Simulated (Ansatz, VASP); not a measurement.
**One calculation of Ir, two programs**

```
CELL_PARAMETERS angstrom
2.74486 0.00000 0.00000
-1.37243 2.37712 0.00000
0.00000 0.00000 4.44668
ATOMIC_POSITIONS crystal
Ir 0.33333 0.66667 0.25000
Ir 0.66667 0.33333 0.75000
```

Alike in both runs: task single point; functional PBEsol; k mesh 13 × 13 × 7; occupations fermi-dirac, width 0.05 eV; no spin polarisation.

|  | VASP | Ansatz |
| --- | --- | --- |
| version | VASP 6.6.1 | Ansatz 0.2.0 |
| potentials or method | VASP PAW PBE potentials, release 64 (Ir), cutoff 520 eV | all-electron LAPW, scalar-relativistic |

VASP gave:

* pressure (GPa): -8.9
* traceless stress, the component that is largest in VASP (GPa): 0.56

Problem. Estimate Ansatz's values.

Solution. Pressure (GPa): -9.7; traceless stress, the component that is largest in VASP (GPa): 0.53.

VASP's potentials were made for PBE, not for PBEsol. Ansatz ran all-electron here, and VASP with PAW potentials.

Spin-orbit coupling is off throughout.
